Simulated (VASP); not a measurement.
# SnO2 (R3m) in VASP: notebook

Runs on SnO2. Level: PBEsol. Tasks: single point.

Program: VASP 6.6.1. These are calculated values, not measurements. Logs are shortened: lines on timing, memory, paths and dates and some standing lists are left out, and cuts for length are marked.

## 1. The cell of the first run

The typed cell holds 12 atoms: a = 5.624 Å, b = 5.624 Å, c = 5.624 Å, α = 75.85°, β = 75.85°, γ = 75.85°.

## 2. Single point, PBEsol (13.66 Å³/atom)

Input file INCAR:

```
SYSTEM = SnO2
ALGO = Normal ; EDIFF = 1E-6
ENCUT = 520 ; GGA = PS
ISIF = 2 ; ISMEAR = 0
LASPH = .True. ; LCHARG = .False.
LREAL = .False. ; LWAVE = .False.
NBANDS = 64 ; NELM = 60
PREC = Accurate ; SIGMA = 0.05
```

Input file KPOINTS:

```
k-points
0
Gamma
  6 6 6
  0 0 0
```

Input file POSCAR:

```
SnO2
1.0
    3.4564957250      1.9956087373      3.9618354000
   -3.4564957250      1.9956087373      3.9618354000
    0.0000000000     -3.9912174745      3.9618354000
Sn O
4 8
Direct
    0.8646807174      0.8646807174      0.8646807174
    0.3648245829      0.3648245829      0.8648190111
    0.3648245829      0.8648190111      0.3648245829
    0.8648190111      0.3648245829      0.3648245829
    0.1235003534      0.6233501671      0.6233501671
    0.6233501671      0.1235003534      0.6233501671
    0.6233501671      0.6233501671      0.1235003534
    0.6062113146      0.6062113146      0.6062113146
    0.1234715296      0.1234715296      0.1234715296
    0.1060883083      0.1060883083      0.6062369573
    0.1060883083      0.6062369573      0.1060883083
    0.6062369573      0.1060883083      0.1060883083
```

Potentials or basis: VASP PAW PBE potentials, release 64 (Sn_d, O).

The run is started by

```sh
$ cat potpaw_PBE.64/Sn_d/POTCAR potpaw_PBE.64/O/POTCAR > POTCAR
$ mpirun -np 1 vasp_std > vasp.out
```

OUTCAR:

```text
SYSTEM = SnO2
   EDIFF = 1E-6
   ENCUT = 520
   GGA = PS
   ISIF = 2
   ISMEAR = 0
   LASPH = .True.
   LREAL = .False.
   NELM = 60
   PREC = Accurate

 ion  position               nearest neighbor table
   1  0.865  0.865  0.865-  11 2.18  12 2.18  10 2.18   6 2.18   5 2.18   7 2.18   3 3.46   4 3.46
                             3 3.46   4 3.46   2 3.46   2 3.46
   2  0.365  0.365  0.865-   9 2.18   6 2.18   5 2.18  11 2.18  12 2.18   8 2.18   3 3.46   4 3.46
                             1 3.46   1 3.46   4 3.46   3 3.46
   3  0.365  0.865  0.365-   9 2.18   7 2.18   5 2.18  10 2.18  12 2.18   8 2.18   2 3.46   4 3.46
                             1 3.46   1 3.46   2 3.46   4 3.46
   4  0.865  0.365  0.365-   9 2.18   7 2.18   6 2.18  10 2.18  11 2.18   8 2.18   2 3.46   3 3.46
                             1 3.46   1 3.46   2 3.46   3 3.46
   5  0.124  0.623  0.623-   2 2.18   3 2.18   1 2.18
   6  0.623  0.124  0.623-   2 2.18   4 2.18   1 2.18
   7  0.623  0.623  0.124-   3 2.18   4 2.18   1 2.18
   8  0.606  0.606  0.606-   3 2.18   4 2.18   2 2.18
   9  0.123  0.123  0.123-   3 2.18   4 2.18   2 2.18
  10  0.106  0.106  0.606-   1 2.18   3 2.18   4 2.18
  11  0.106  0.606  0.106-   1 2.18   2 2.18   4 2.18
  12  0.606  0.106  0.106-   1 2.18   2 2.18   3 2.18

  LATTYP: Found a trigonal (rhomboedric) cell.
 ALAT       =     5.6236959969
 COS(alpha) =     0.2444584160

  Lattice vectors:

 A1 = (   3.4564957250,   1.9956087373,   3.9618354000)
 A2 = (  -3.4564957250,   1.9956087373,   3.9618354000)
 A3 = (   0.0000000000,  -3.9912174745,   3.9618354000)

Analysis of symmetry for initial positions (statically):
=====================================================================
 Subroutine PRICEL returns:
 Original cell was already a primitive cell.

 Routine SETGRP: Setting up the symmetry group for a
 trigonal (rhombohedral) supercell.

 Subroutine GETGRP returns: Found  6 space group operations
 (whereof  6 operations were pure point group operations)
 out of a pool of 12 trial point group operations.

The static configuration has the point symmetry C_3v.

Analysis of symmetry for dynamics (positions and initial velocities):
=====================================================================
 Subroutine PRICEL returns:
 Original cell was already a primitive cell.

 Routine SETGRP: Setting up the symmetry group for a
 trigonal (rhombohedral) supercell.

 Subroutine GETGRP returns: Found  6 space group operations
 (whereof  6 operations were pure point group operations)
 out of a pool of 12 trial point group operations.

The dynamic configuration has the point symmetry C_3v.

 Subroutine INISYM returns: Found  6 space group operations
 (whereof  6 operations are pure point group operations),
 and found     1 'primitive' translations

----------------------------------------------------------------------------------------

                                     Primitive cell

  volume of cell :     163.9680

  direct lattice vectors                    reciprocal lattice vectors
     3.456495725  1.995608737  3.961835400     0.144655177  0.083516705  0.084136088
    -3.456495725  1.995608737  3.961835400    -0.144655177  0.083516705  0.084136088
     0.000000000 -3.991217474  3.961835400     0.000000000 -0.167033410  0.084136088

  length of vectors
     5.623695997  5.623695997  5.623695997     0.187026847  0.187026847  0.187026847

  position of ions in fractional coordinates (direct lattice)
     0.864680717  0.864680717  0.864680717
     0.364824583  0.364824583  0.864819011
     0.364824583  0.864819011  0.364824583
     0.864819011  0.364824583  0.364824583
     0.123500353  0.623350167  0.623350167
     0.623350167  0.123500353  0.623350167
     0.623350167  0.623350167  0.123500353
     0.606211315  0.606211315  0.606211315
     0.123471530  0.123471530  0.123471530
     0.106088308  0.106088308  0.606236957
     0.106088308  0.606236957  0.106088308
     0.606236957  0.106088308  0.106088308

  ion indices of the primitive-cell ions
   primitive index   ion index
                 1           1
                 2           2
                 3           3
                 4           4
                 5           5
                 6           6
                 7           7
                 8           8
                 9           9
                10          10
                11          11
                12          12

----------------------------------------------------------------------------------------

 KPOINTS: k-points

Automatic generation of k-mesh.
 Grid dimensions read from file:
 generate k-points for:    6    6    6

 Generating k-lattice:

  Cartesian coordinates                     Fractional coordinates (reciprocal lattice)
     0.024109196  0.013919451  0.014022681     0.166666667 -0.000000000 -0.000000000
    -0.024109196  0.013919451  0.014022681    -0.000000000  0.166666667 -0.000000000
     0.000000000 -0.027838902  0.014022681     0.000000000  0.000000000  0.166666667

  Length of vectors
     0.031171141  0.031171141  0.031171141

  Shift w.r.t. Gamma in fractional coordinates (k-lattice)
     0.000000000  0.000000000  0.000000000

 Subroutine IBZKPT returns following result:
 ===========================================

 Found     32 irreducible k-points:

 Following reciprocal coordinates:
            Coordinates               Weight
  0.000000  0.000000  0.000000      1.000000
  0.166667  0.000000  0.000000      6.000000
  0.333333  0.000000  0.000000      6.000000
  0.500000  0.000000  0.000000      3.000000
  0.166667  0.166667  0.000000      6.000000
  0.333333  0.166667  0.000000     12.000000
[... 16 lines left out ...]
  0.500000  0.500000  0.166667      6.000000
 -0.333333  0.500000  0.166667     12.000000
 [... further k-points ...]
   k-points           NKPTS =     32   k-points in BZ     NKDIM =     32   number of bands    NBANDS=     64
   number of dos      NEDOS =    301   number of ions     NIONS =     12
   total plane-waves  NPLWV =  74088
   dimension x,y,z NGX =    42 NGY =   42 NGZ =   42
   dimension x,y,z NGXF=    84 NGYF=   84 NGZF=   84
   ions per type =               4   8
   NGX,Y,Z   is equivalent  to a cutoff of  12.42, 12.42, 12.42 a.u.
   NGXF,Y,Z  is equivalent  to a cutoff of  24.83, 24.83, 24.83 a.u.
 SYSTEM =  SnO2
   PREC   = accura    normal or accurate (medium, high low for compatibility)
   ISTART =      0    job   : 0-new  1-cont  2-samecut
   ICHARG =      2    charge: 1-file 2-atom 10-const
   ISPIN  =      1    spin polarized calculation?
   LNONCOLLINEAR =      F non collinear calculations
   LSORBIT =      F    spin-orbit coupling
   LASPH  =      T    aspherical Exc in radial PAW
   ENCUT  =  520.0 eV  38.22 Ry    6.18 a.u.  10.46 10.46 10.46*2*pi/ulx,y,z
   NELM   =     60;   NELMIN=  2; NELMDL= -5     # of ELM steps
   EDIFF  = 0.1E-05   stopping-criterion for ELM
   LREAL  =      F    real-space projection
   EDIFFG = 0.1E-04   stopping-criterion for IOM
   NSW    =      0    number of steps for IOM
   IBRION =     -1    ionic relax: 0-MD 1-quasi-New 2-CG
   NFREE  =      0    steps in history (QN), initial steepest desc. (CG)
   ISIF   =      2    stress and relaxation
   ISYM   =      2    0-nonsym 1-usesym 2-fastsym
   POTIM  = 0.5000    time-step for ionic-motion
   TEBEG  =    0.0;   TEEND  =   0.0 temperature during run
   PSTRESS=    0.0 pullay stress
   NELECT =     104.0000    total number of electrons
   NUPDOWN=      -1.0000    fix difference up-down
   EMIN   =  10.00;   EMAX   =-10.00  energy-range for DOS
   EFERMI =   0.00;   METHOD = LEGACY
   ISMEAR =     0;   SIGMA  =   0.05  broadening in eV -4-tet -1-fermi 0-gaus
   EFERMI_NEDOS =   21; number of points for ismear=-14 and -15
   IALGO  =     38    algorithm
   IMIX   =      4    mixing-type and parameters
     AMIX     =   0.40;   BMIX     =  1.00
     AMIX_MAG =   1.60;   BMIX_MAG =  1.00
  volume/ion in A,a.u.               =      13.66        92.21
  Fermi-wavevector in a.u.,A,eV,Ry     =   1.406586  2.658062 26.918906  1.978484
  Thomas-Fermi vector in A             =   2.528931
   LORBIT       =      0    0 simple, 1 ext, 2 COOP (PROOUT), +10 PAW based schemes
   GGA     = PS    functional components
   LHFCALC =     F    Hartree Fock is set to
   AEXX    =    0.0000 exact exchange contribution
   IVDW    =     0    specifies the selected vdW correction
   LEPSILON=     F    determine dielectric tensor
   LRPA    =     F    only Hartree local field effects (RPA)
 non-spin polarized calculation
 Gauss-broadening in eV      SIGMA  =   0.05
  energy-cutoff  :      520.00
  volume of cell :      163.97
 maximum number of plane-waves:      4446
 NGX is ok and might be reduce to    42
   NGX = 21   NGY = 21   NGZ = 21

 number of electron     104.0000000 magnetization

 Free energy of the ion-electron system (eV)
  ---------------------------------------------------
  ext. energy  EPLUGINS =         0.00000000
  ---------------------------------------------------
  free energy    TOTEN  =       -75.94774159 eV

  energy without entropy =      -75.94772242  energy(sigma->0) =      -75.94773200

 E-fermi :   4.5804     XC(G=0): -10.8149

 val. band max:        4.4990140732   @ k =   0.0000   0.0000   0.0000
 cond. band min:       4.6613782798   @ k =   0.0000   0.0000   0.0000
 fundamental gap:      0.1623642067
 Fermi energy:         4.5804086009

 k-point     1 :       0.0000    0.0000    0.0000
  band No.  band energies     occupation
      1     -16.1684      2.00000
      2     -16.1684      2.00000
      3     -16.1684      2.00000
      4     -15.8897      2.00000
      5     -15.6690      2.00000
      6     -15.6690      2.00000
[... 1597 lines left out ...]
     63      13.2031      0.00000
     64      13.4146      0.00000

 [... further k-points ...]

------------------------ aborting loop because EDIFF is reached ----------------------------------------

  FORCE on cell =-STRESS in cart. coord.  units (eV):
  Direction    XX          YY          ZZ          XY          YZ          ZX
  --------------------------------------------------------------------------------------
  -------------------------------------------------------------------------------------
  Total      -20.4779111    -20.4779111     -4.9193209      0.0000000     -0.0000000      0.0000000
  in kB     -200.0954141   -200.0954141    -48.0680649      0.0000000     -0.0000000      0.0000000
  external PRESSURE =    -149.4196310 kB  Pullay stress =       0.0000000 kB

 VOLUME and BASIS-vectors are now :
 -----------------------------------------------------------------------------
  energy-cutoff  :      520.00
  volume of cell :      163.97
      direct lattice vectors                 reciprocal lattice vectors
     3.456495725  1.995608737  3.961835400     0.144655177  0.083516705  0.084136088
    -3.456495725  1.995608737  3.961835400    -0.144655177  0.083516705  0.084136088
     0.000000000 -3.991217474  3.961835400     0.000000000 -0.167033410  0.084136088

 POSITION                                       TOTAL-FORCE (eV/Angst)
 -----------------------------------------------------------------------------------
      0.00000      0.00000     10.27717         0.000000      0.000000      0.002365
      0.00000     -1.99559      6.31702         0.000000     -0.002070     -0.000262
     -1.72823      0.99779      6.31702        -0.001792      0.001035     -0.000262
      1.72823      0.99779      6.31702         0.001792      0.001035     -0.000262
     -1.72773     -0.99750      5.42851        -0.000596     -0.000344      0.052377
      1.72773     -0.99750      5.42851         0.000596     -0.000344      0.052377
      0.00000      1.99501      5.42851         0.000000      0.000689      0.052377
      0.00000      0.00000      7.20513         0.000000     -0.000000     -0.051529
      0.00000      0.00000      1.46752         0.000000      0.000000      0.054970
      0.00000     -1.99620      3.24242         0.000000      0.000681     -0.054050
     -1.72876      0.99810      3.24242         0.000589     -0.000340     -0.054050
      1.72876      0.99810      3.24242        -0.000589     -0.000340     -0.054050
 -----------------------------------------------------------------------------------
    total drift:                                0.000000      0.000001      0.004055

  FREE ENERGIE OF THE ION-ELECTRON SYSTEM (eV)
  ---------------------------------------------------
  free  energy   TOTEN  =       -75.9477415913 eV

  energy  without entropy=      -75.9477224178  energy(sigma->0) =      -75.94773200
```

Run time: 3.3 min. Hardware: 1 thread of Intel Xeon 6975P-C (Granite Rapids), shared host; peak memory 0.38 GiB.

What came out:

* Free energy: -75.9477 eV
* Pressure: -14.9 GPa
* Largest force: 0.055 eV/Å
* Band gap on the k mesh: 0.16 eV

Forces in eV/Å, atoms in the order of the input:
```
Sn   0.000  0.000  0.002
Sn   0.000 -0.002  0.000
Sn  -0.002  0.001  0.000
Sn   0.002  0.001  0.000
O   -0.001  0.000  0.052
O    0.001  0.000  0.052
O    0.000  0.001  0.052
O    0.000  0.000 -0.052
O    0.000  0.000  0.055
O    0.000  0.001 -0.054
O    0.001  0.000 -0.054
O   -0.001  0.000 -0.054
```

Caveat: the stress differs along the axes, from -20 to -5 GPa; semilocal functionals underestimate gaps, and a narrow one can read as zero; the PAW data sets were made with another functional, which shifts forces and pressure a little; spin-orbit coupling is left out, which moves the levels of the heavy elements.

## 3. Single point, PBEsol (13.66 Å³/atom)

Input file INCAR:

```
SYSTEM = SnO2
  ALGO = Normal
  EDIFF = 1E-7
  ENCUT = 520
  GGA = PS
  ISIF = 2
  ISMEAR = 0
  LASPH = .TRUE.
  LCHARG = .TRUE.
  LELF = .TRUE.
  LREAL = .FALSE.
  LVHAR = .TRUE.
  LWAVE = .FALSE.
  NBANDS = 64
  NELM = 100
  PREC = Accurate
  SIGMA = 0.05
```

Input file KPOINTS:

```
k-points
0
G
  6 6 6
  0 0 0
```

Changes to POSCAR since step 2:

```diff
@@ -2,5 +2,5 @@
 1.0
-    3.4564957250      1.9956087373      3.9618354000
-   -3.4564957250      1.9956087373      3.9618354000
-    0.0000000000     -3.9912174745      3.9618354000
+    3.1241208914      1.8037120377      4.8496769971
+   -3.1241208914      1.8037120377      4.8496769971
+    0.0000000000     -3.6074240753      4.8496769972
 Sn O
```

Potentials or basis: VASP PAW PBE potentials, release 64 (Sn_d, O).

The run is started by

```sh
$ cat potpaw_PBE.64/Sn_d/POTCAR potpaw_PBE.64/O/POTCAR > POTCAR
$ mpirun -np 1 vasp_std > vasp.out
```

Run time: 4.8 min. Hardware: 1 thread of Intel Xeon 6975P-C (Granite Rapids), shared host; peak memory 0.45 GiB.

It converged, with:

```
Free energy            : -76.8706 eV
Pressure               : 1.9 GPa
Largest force          : 0.687 eV/Å
Band gap on the k mesh : 2.31 eV
```

Forces in eV/Å, atoms in the order of the input:
```
Sn   0.000  0.000  0.003
Sn   0.000  0.001 -0.001
Sn   0.001  0.000 -0.001
Sn  -0.001  0.000 -0.001
O    0.000  0.000  0.685
O    0.000  0.000  0.685
O    0.000  0.000  0.685
O    0.000  0.000 -0.687
O    0.000  0.000  0.681
O    0.000  0.000 -0.683
O    0.000  0.000 -0.683
O    0.000  0.000 -0.683
```

Stress tensor (GPa, compression positive):
```
 5.80  0.00  0.00
 0.00  5.80  0.00
 0.00  0.00 -6.03
```

Levels at points of the mesh, in eV from the valence-band top:
```tsv
k point	band 48	band 49	band 50	band 51	band 52	band 53	band 54	band 55	band 56	band 57
(0.00, 0.00, 0.00)	-0.38	-0.12	0.00	0.00	0.00	2.31	5.29	5.29	5.29	5.87
(0.50, 0.00, 0.00)	-0.46	-0.36	-0.36	-0.08	-0.08	4.65	4.66	6.00	6.00	7.36
(0.50, 0.50, 0.00)	-0.56	-0.49	-0.49	-0.07	-0.07	4.90	4.90	6.06	6.06	7.82
(0.50, 0.50, 0.50)	-0.57	-0.57	-0.54	-0.54	-0.54	3.61	5.64	5.64	5.64	5.83
```

Caveat: the stress differs along the axes, from -6 to 6 GPa; the PAW data sets were made with another functional, which shifts forces and pressure a little; spin-orbit coupling is left out, which moves the levels of the heavy elements.
